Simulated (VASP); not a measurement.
# SnO2 (P1) in VASP: single point with PBE+D3(BJ)

Aim: the single point of SnO2 with PBE+D3(BJ).

Program: VASP 6.6.1. These are calculated values, not measurements. Logs are shortened: lines on timing, memory, paths and dates and some standing lists are left out, and cuts for length are marked.

## 1. The cell of the first run

The typed cell holds 24 atoms: a = 6.518 Å, b = 6.518 Å, c = 9.427 Å, α = 69.77°, β = 69.77°, γ = 60.00°.

## 2. Single point, PBE+D3(BJ)

INCAR reads:

```
PREC     = Accurate       # precision mode
ENCUT    = 520            # plane-wave cutoff, eV
EDIFF    = 1E-7           # SCF threshold, eV
ISMEAR   = -1             # smearing method
SIGMA    = 0.0776         # smearing width, eV
LREAL    = Auto         
LASPH    = True           # aspherical terms in the spheres
NELM     = 60             # most SCF steps
ALGO     = Normal         # electronic algorithm
ISIF     = 2              # what is computed and relaxed
LWAVE    = False          # write WAVECAR
LCHARG   = False          # write CHGCAR
GGA      = PE             # functional
IVDW     = 12             # dispersion correction
NBANDS   = 122            # bands
```

KPOINTS reads:

```
Automatic mesh
0
Gamma
  3 3 2
  0 0 0.5
```

POSCAR reads:

```
SnO2
1.0
   -6.5179572996      0.0000000000      0.0000000000
   -3.2589786498      5.6447166022      0.0000000000
   -3.2589786498      1.8815722007     -8.6429101670
Sn O
8 16
Direct
    0.8961423277      0.9545423460      0.2067425168
    0.4420098271      0.4214967390      0.7119043101
    0.9227919452      0.4539058544      0.7066250698
    0.4159386614      0.9421144461      0.1730525912
    0.9582043527      0.9475773404      0.6769941937
    0.4316845683      0.4294884404      0.2106453688
    0.4342734527      0.9490233229      0.7138111910
    0.9276442382      0.4421670871      0.2031392165
    0.0518208333      0.5778753384      0.8227122419
    0.5359514278      0.0766070017      0.3201159038
    0.5753322957      0.5441656131      0.8248460139
    0.0536695074      0.0809617360      0.3245381412
    0.5870851562      0.0592886365      0.8245984121
    0.0450660761      0.6002922357      0.3263990884
    0.8286759186      0.7882519175      0.5880110868
    0.2870287665      0.3438673024      0.0668103670
    0.5482293137      0.5788333160      0.3115793116
    0.0696994060      0.0671379048      0.8128375587
    0.7852722937      0.3131253129      0.0936213595
    0.3417250630      0.7815203122      0.6025558405
    0.7916178718      0.8198407665      0.0869167891
    0.3081168439      0.3053371889      0.5976050775
    0.2746689401      0.8017268710      0.0865037338
    0.7982157451      0.3188913128      0.5890621216
```

Potentials or basis: VASP PAW PBE potentials, release 64 (Sn_d, O).

Launch:

```sh
$ cat potpaw_PBE.64/Sn_d/POTCAR potpaw_PBE.64/O/POTCAR > POTCAR
$ mpirun -np 1 vasp_std > vasp.out
```

OUTCAR:

```text
PREC = Accurate
   ENCUT = 520
   EDIFF = 1E-7
   ISMEAR = -1
   LREAL = Auto
   LASPH = True
   NELM = 60
   ISIF = 2
   GGA = PE
   IVDW = 12
 IVDW          = 12

 ion  position               nearest neighbor table
   1  0.896  0.955  0.207-  19 2.06  14 2.06  10 2.07  21 2.08  23 2.18  12 2.29   6 3.06   8 3.25
                             4 3.25   8 3.27   4 3.30   6 3.46
   2  0.442  0.421  0.712-  20 2.06  24 2.07  13 2.08  22 2.09  11 2.11   9 2.21   7 3.10   3 3.23
                             5 3.24   3 3.30   5 3.31   7 3.42
   3  0.923  0.454  0.707-  15 1.96  11 2.02   9 2.12  24 2.16  22 2.18  18 2.19   7 3.21   2 3.23
                             5 3.25   5 3.29   2 3.30   7 3.31
   4  0.416  0.942  0.173-  23 2.06  21 2.10  17 2.16  12 2.20  16 2.27  10 2.36   6 3.19   8 3.24
                             1 3.25   1 3.30   8 3.31   6 3.37
   5  0.958  0.948  0.677-  24 2.08  15 2.11  20 2.13  18 2.16   9 2.21  13 2.22   2 3.24   7 3.24
                             3 3.25   3 3.29   7 3.31   2 3.31
   6  0.432  0.429  0.211-  10 2.02  19 2.04  17 2.08  23 2.16  14 2.22  16 2.23   1 3.06   4 3.19
                             8 3.25   8 3.27   4 3.37   1 3.46
   7  0.434  0.949  0.714-  22 2.06  18 2.06  20 2.13  13 2.13  15 2.27  11 2.29   2 3.10   3 3.21
                             5 3.24   5 3.31   3 3.31   2 3.42
   8  0.928  0.442  0.203-  12 2.09  16 2.13  17 2.15  21 2.16  19 2.16  14 2.29   4 3.24   6 3.25
                             1 3.25   6 3.27   1 3.27   4 3.31
   9  0.052  0.578  0.823-   3 2.12   5 2.21   2 2.21
  10  0.536  0.077  0.320-   6 2.02   1 2.07   4 2.36
  11  0.575  0.544  0.825-   3 2.02   2 2.11   7 2.29
  12  0.054  0.081  0.325-   8 2.09   4 2.20   1 2.29
  13  0.587  0.059  0.825-   2 2.08   7 2.13   5 2.22
  14  0.045  0.600  0.326-   1 2.06   6 2.22   8 2.29
[... 8 lines left out ...]
  23  0.275  0.802  0.087-   4 2.06   6 2.16   1 2.18
  24  0.798  0.319  0.589-   2 2.07   5 2.08   3 2.16

  LATTYP: Found a trigonal (rhomboedric) cell.
 ALAT       =     9.4266193273
 COS(alpha) =     0.7609542166

  Lattice vectors:

 A1 = (   3.2589786498,   1.8815722007,  -8.6429101670)
 A2 = (   0.0000000000,  -3.7631444015,  -8.6429101670)
 A3 = (  -3.2589786498,   1.8815722007,  -8.6429101670)

Analysis of symmetry for initial positions (statically):
=====================================================================
 Subroutine PRICEL returns:
 Original cell was already a primitive cell.

 Routine SETGRP: Setting up the symmetry group for a
 trigonal (rhombohedral) supercell.

 Subroutine GETGRP returns: Found  1 space group operations
 (whereof  1 operations were pure point group operations)
 out of a pool of 12 trial point group operations.

The static configuration has the point symmetry C_1 .

Analysis of symmetry for dynamics (positions and initial velocities):
=====================================================================
 Subroutine PRICEL returns:
 Original cell was already a primitive cell.

 Routine SETGRP: Setting up the symmetry group for a
 trigonal (rhombohedral) supercell.

 Subroutine GETGRP returns: Found  1 space group operations
 (whereof  1 operations were pure point group operations)
 out of a pool of 12 trial point group operations.

The dynamic configuration has the point symmetry C_1 .

 Subroutine INISYM returns: Found  1 space group operations
 (whereof  1 operations are pure point group operations),
 and found     1 'primitive' translations

----------------------------------------------------------------------------------------

                                     Primitive cell

  volume of cell :     317.9901

  direct lattice vectors                    reciprocal lattice vectors
    -6.517957300  0.000000000  0.000000000    -0.153422300 -0.088578406  0.038567257
    -3.258978650  5.644716602  0.000000000     0.000000000  0.177156812  0.038567257
    -3.258978650  1.881572201 -8.642910167     0.000000000  0.000000000 -0.115701770

  length of vectors
     6.517957300  6.517957300  9.426619327     0.181306286  0.181306286  0.115701770

  position of ions in fractional coordinates (direct lattice)
     0.896142328  0.954542346  0.206742517
     0.442009827  0.421496739  0.711904310
     0.922791945  0.453905854  0.706625070
     0.415938661  0.942114446  0.173052591
     0.958204353  0.947577340  0.676994194
     0.431684568  0.429488440  0.210645369
[... 16 lines left out ...]
     0.274668940  0.801726871  0.086503734
[... 61 lines left out ...]
|                                                                             |
|        The reciprocal lattice is rhombohedral (trigonal),                   |
|        whereas your k-lattice is base-centered monoclinic.                  |
|                                                                             |
|     Results are often still useful ...                                      |
|                                                                             |
 -----------------------------------------------------------------------------

 WARNING: IBZKPT: internal override: KBLOWUP is changed to .FALSE.
      ... skipping the blow-up phase ...

 Subroutine IBZKPT returns following result:
 ===========================================

 Found      9 irreducible k-points:

 Following reciprocal coordinates:
            Coordinates               Weight
  0.000000  0.000000  0.250000      2.000000
  0.333333  0.000000  0.250000      2.000000
 -0.333333 -0.000000  0.250000      2.000000
  0.000000  0.333333  0.250000      2.000000
  0.333333  0.333333  0.250000      2.000000
 -0.333333  0.333333  0.250000      2.000000
  0.000000 -0.333333  0.250000      2.000000
  0.333333 -0.333333  0.250000      2.000000
 -0.333333 -0.333333  0.250000      2.000000
   k-points           NKPTS =      9   k-points in BZ     NKDIM =      9   number of bands    NBANDS=    122
   number of dos      NEDOS =    301   number of ions     NIONS =     24
   total plane-waves  NPLWV = 161280
   dimension x,y,z NGX =    48 NGY =   48 NGZ =   70
   dimension x,y,z NGXF=    96 NGYF=   96 NGZF=  140
   ions per type =               8  16
   NGX,Y,Z   is equivalent  to a cutoff of  12.24, 12.24, 12.35 a.u.
   NGXF,Y,Z  is equivalent  to a cutoff of  24.49, 24.49, 24.69 a.u.
 SYSTEM =  unknown system
   PREC   = accura    normal or accurate (medium, high low for compatibility)
   ISTART =      0    job   : 0-new  1-cont  2-samecut
   ICHARG =      2    charge: 1-file 2-atom 10-const
   ISPIN  =      1    spin polarized calculation?
   LNONCOLLINEAR =      F non collinear calculations
   LSORBIT =      F    spin-orbit coupling
   LASPH  =      T    aspherical Exc in radial PAW
   ENCUT  =  520.0 eV  38.22 Ry    6.18 a.u.  12.12 12.12 17.53*2*pi/ulx,y,z
   NELM   =     60;   NELMIN=  2; NELMDL= -5     # of ELM steps
   EDIFF  = 0.1E-06   stopping-criterion for ELM
   LREAL  =      T    real-space projection
   EDIFFG = 0.1E-05   stopping-criterion for IOM
   NSW    =      0    number of steps for IOM
   IBRION =     -1    ionic relax: 0-MD 1-quasi-New 2-CG
   NFREE  =      0    steps in history (QN), initial steepest desc. (CG)
   ISIF   =      2    stress and relaxation
   ISYM   =      2    0-nonsym 1-usesym 2-fastsym
   POTIM  = 0.5000    time-step for ionic-motion
   TEBEG  =    0.0;   TEEND  =   0.0 temperature during run
   PSTRESS=    0.0 pullay stress
   NELECT =     208.0000    total number of electrons
   NUPDOWN=      -1.0000    fix difference up-down
   EMIN   =  10.00;   EMAX   =-10.00  energy-range for DOS
   EFERMI =   0.00;   METHOD = LEGACY
   ISMEAR =    -1;   SIGMA  =   0.08  broadening in eV -4-tet -1-fermi 0-gaus
   EFERMI_NEDOS =   21; number of points for ismear=-14 and -15
   IALGO  =     38    algorithm
   IMIX   =      4    mixing-type and parameters
     AMIX     =   0.40;   BMIX     =  1.00
     AMIX_MAG =   1.60;   BMIX_MAG =  1.00
  volume/ion in A,a.u.               =      13.25        89.41
  Fermi-wavevector in a.u.,A,eV,Ry     =   1.421100  2.685490 27.477319  2.019526
  Thomas-Fermi vector in A             =   2.541946
   LORBIT       =      0    0 simple, 1 ext, 2 COOP (PROOUT), +10 PAW based schemes
   GGA     = PE    functional components
   LHFCALC =     F    Hartree Fock is set to
   AEXX    =    0.0000 exact exchange contribution
   IVDW    =    12    specifies the selected vdW correction
   LEPSILON=     F    determine dielectric tensor
   LRPA    =     F    only Hartree local field effects (RPA)
 non-spin polarized calculation
  energy-cutoff  :      520.00
  volume of cell :      317.99
 maximum number of plane-waves:      8582
   NGX = 25   NGY = 25   NGZ = 35

 number of electron     208.0000023 magnetization

 Free energy of the ion-electron system (eV)
  ---------------------------------------------------
  ext. energy  EPLUGINS =         0.00000000
  ---------------------------------------------------
  free energy    TOTEN  =      -143.54111359 eV

  energy without entropy =     -143.54107017  energy(sigma->0) =     -143.54109188

 E-fermi :   5.6525     XC(G=0): -10.6400

 val. band max:        4.7894372922   @ k =   0.3333   0.0000   0.2500
 cond. band min:       6.3606157381   @ k =   0.0000   0.0000   0.2500
 fundamental gap:      1.5711784459
 Fermi energy:         5.6525075973

 k-point     1 :       0.0000    0.0000    0.2500
  band No.  band energies     occupation
      1     -16.2441      2.00000
      2     -16.2249      2.00000
      3     -16.1683      2.00000
      4     -16.1624      2.00000
      5     -16.1287      2.00000
      6     -15.9963      2.00000
[... 1060 lines left out ...]
    115      11.3126      0.00000
    116      12.0112      0.00000
 [bands above 116 left out]

------------------------ aborting loop because EDIFF is reached ----------------------------------------

 Edisp (eV)   -4.72434

 E8    (eV) :    -1.8780

  FORCE on cell =-STRESS in cart. coord.  units (eV):
  Direction    XX          YY          ZZ          XY          YZ          ZX
  --------------------------------------------------------------------------------------
  -------------------------------------------------------------------------------------
  Total      -4.18110    -2.35401    -2.57896    -0.06217     4.17174    -1.97325
  in kB     -21.06628   -11.86055   -12.99394    -0.31324    21.01909    -9.94210
  external pressure =      -15.31 kB  Pullay stress =        0.00 kB

 VOLUME and BASIS-vectors are now :
 -----------------------------------------------------------------------------
  energy-cutoff  :      520.00
  volume of cell :      317.99
      direct lattice vectors                 reciprocal lattice vectors
    -6.517957300  0.000000000  0.000000000    -0.153422300 -0.088578406  0.038567257
    -3.258978650  5.644716602  0.000000000     0.000000000  0.177156812  0.038567257
    -3.258978650  1.881572201 -8.642910167     0.000000000  0.000000000 -0.115701770

 POSITION                                       TOTAL-FORCE (eV/Angst)
 -----------------------------------------------------------------------------------
     -9.62562      5.77712     -1.78686        -1.266705     -1.255789     -0.401442
     -6.57473      3.71873     -6.15292         0.280351      1.650348     -0.913098
     -9.79686      3.89174     -6.10730        -0.846395     -2.362915     -1.051147
     -6.34538      5.64358     -1.49568        -0.924396      1.055291     -0.629550
    -11.53998      6.62262     -5.85120        -0.377595     -0.852532     -1.044250
     -4.89988      2.82069     -1.82059         2.151399      1.822872      0.052382
[... 16 lines left out ...]
     -4.68501      4.68828     -0.74764        -0.708017      0.711712      0.390238
     -8.16174      2.90841     -5.09121        -0.454926     -0.627796      0.613742
 -----------------------------------------------------------------------------------
    total drift:                               -0.006078      0.046548      0.009146

  FREE ENERGIE OF THE ION-ELECTRON SYSTEM (eV)
  ---------------------------------------------------
  free  energy   TOTEN  =      -148.2654516503 eV

  energy  without entropy=     -148.2654082281  energy(sigma->0) =     -148.26542994
```

It took 17 min on 1 thread of AMD EPYC 7R13, shared host; peak memory 0.49 GiB.

Results:

```
Free energy                : -148.2655 eV
Pressure                   : -1.5 GPa
Largest force              : 2.862 eV/Å
Band gap on the k mesh     : 1.57 eV (least direct gap 1.72 eV)
Dispersion energy per atom : -0.197 eV
```

Forces on the atoms (eV/Å):
```
Sn  -1.267 -1.256 -0.401
Sn   0.280  1.650 -0.913
Sn  -0.846 -2.363 -1.051
Sn  -0.924  1.055 -0.630
Sn  -0.378 -0.853 -1.044
Sn   2.151  1.823  0.052
Sn   0.270 -2.069 -0.332
Sn  -0.462  1.047 -0.171
O   -0.415 -0.296  0.735
O    0.563 -0.428  0.104
O   -0.112  1.150 -0.276
O    0.143 -0.479  0.980
O    0.756 -0.576  0.357
O    0.771 -1.647  0.445
O    0.539  2.685  0.831
O    0.051 -0.952 -1.628
O   -0.270  0.149  0.202
O    0.415  0.350  0.133
O   -0.930 -0.155  0.478
O    0.664  1.128  0.799
O    0.387 -0.212 -0.113
O   -0.226  0.164  0.440
O   -0.708  0.712  0.390
O   -0.455 -0.628  0.614
```

Stress tensor (GPa, compression positive):
```
-2.11 -0.03 -0.99
-0.03 -1.19  2.10
-0.99  2.10 -1.30
```

Caveat: the atoms stand as in a frame of molecular dynamics; spin-orbit coupling is left out, which moves the levels of the heavy elements; a shifted mesh leaves out Γ, where band edges can lie; forces of over 1 eV/Å act on the atoms, so gaps and moduli don't describe the material at rest. A k mesh can miss the band edges.
